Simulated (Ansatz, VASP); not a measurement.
SiO2 in VASP and in Ansatz

POSCAR

```
SiO2
1.0
    4.4485125947      0.0000000000      0.0000000000
    0.0000000000      4.4485125947      0.0000000000
    0.0000000000      0.0000000000      2.9922861125
Si O
2 4
Direct
    0.5000000000      0.5000000000      0.5000000000
    0.0000000000      0.0000000000      0.0000000000
    0.1940616415      0.8059383585      0.5000000000
    0.8059383585      0.1940616415      0.5000000000
    0.3059383585      0.3059383585      0.0000000000
    0.6940616415      0.6940616415      0.0000000000
```

File INCAR.step1:

```
SYSTEM = SiO2
PREC     = Accurate       ! precision mode
ENCUT    = 520            ! plane-wave cutoff, eV
ISMEAR   = 0              ! smearing method
SIGMA    = 0.1            ! smearing width, eV
LREAL    = .FALSE.        ! projectors in reciprocal space
LASPH    = .TRUE.         ! aspherical terms in the spheres
NELM     = 80             ! most SCF steps
NBANDS   = 25             ! bands
GGA      = PE             ! functional
ALGO     = Normal         ! electronic algorithm
EDIFF    = 1E-4           ! SCF threshold, eV
LWAVE    = .TRUE.         ! write WAVECAR
LCHARG   = .FALSE.        ! write CHGCAR
```

Contents of INCAR.step2:

```
SYSTEM = SiO2
PREC     = Accurate       ! precision mode
ENCUT    = 520            ! plane-wave cutoff, eV
EDIFF    = 1E-7           ! SCF threshold, eV
ISMEAR   = 0              ! smearing method
SIGMA    = 0.1            ! smearing width, eV
LREAL    = .FALSE.        ! projectors in reciprocal space
LASPH    = .TRUE.         ! aspherical terms in the spheres
NELM     = 80             ! most SCF steps
ALGO     = Normal         ! electronic algorithm
ISIF     = 2              ! what is computed and relaxed
LWAVE    = .FALSE.        ! write WAVECAR
LCHARG   = .FALSE.        ! write CHGCAR
METAGGA  = R2SCAN         ! meta-GGA
LMIXTAU  = .TRUE.       
NBANDS   = 25             ! bands
ISTART   = 1
```

KPOINTS

```
regular mesh
0
G
  4 4 6
  0 0 0
```

Input for Ansatz:

```yaml
crystal:
  lattice:
    - [4.4485125947, 0.0, 0.0]
    - [0.0, 4.4485125947, 0.0]
    - [0.0, 0.0, 2.9922861125]
  atoms:
    - { symbol: Si, position: [0.5, 0.5, 0.5] }
    - { symbol: Si, position: [0.0, 0.0, 0.0] }
    - { symbol: O, position: [0.1940616415, 0.8059383585, 0.5] }
    - { symbol: O, position: [0.8059383585, 0.1940616415, 0.5] }
    - { symbol: O, position: [0.3059383585, 0.3059383585, 0.0] }
    - { symbol: O, position: [0.6940616415, 0.6940616415, 0.0] }
basis:
  ecutwfc: 500
kpoints:
  mp_grid: { grid: [4, 4, 6] }
hamiltonian:
  xc: r2scan
scf:
  occupations: { method: gaussian, width: 0.1 }
output:
  forces: true
  stress: true
  eigenvalues: true
```

Alike in both runs: task single point; functional r2SCAN; k mesh 4 × 4 × 6; occupations gaussian, width 0.1 eV; no spin polarisation.

|  | VASP | Ansatz |
| --- | --- | --- |
| version | VASP 6.6.1 | Ansatz 0.2.0 |
| potentials or method | VASP PAW PBE potentials, release 64 (Si, O), cutoff 520 eV | scalar-relativistic, plane waves, PAW |
| valence electrons in the cell | 32 | 32 |

Ansatz gave:

| Quantity | Value |
| --- | --- |
| gap on the k mesh at the Fermi level (eV) | 2.42 |
| least direct gap on the mesh (eV) | 2.42 |
| rms of the force components (eV/Å) | 0.248 |

Problem. What did VASP give for the same quantities?

Solution. gap on the k mesh at the Fermi level (eV): 2.40; least direct gap on the mesh (eV): 2.40; rms of the force components (eV/Å): 0.245.

VASP's potentials were made for PBE, not for r2SCAN. Atom by atom the forces differ by 0.003 eV/Å (rms over components). With one functional, cell and mesh, what is left measures potentials, basis and numerics.
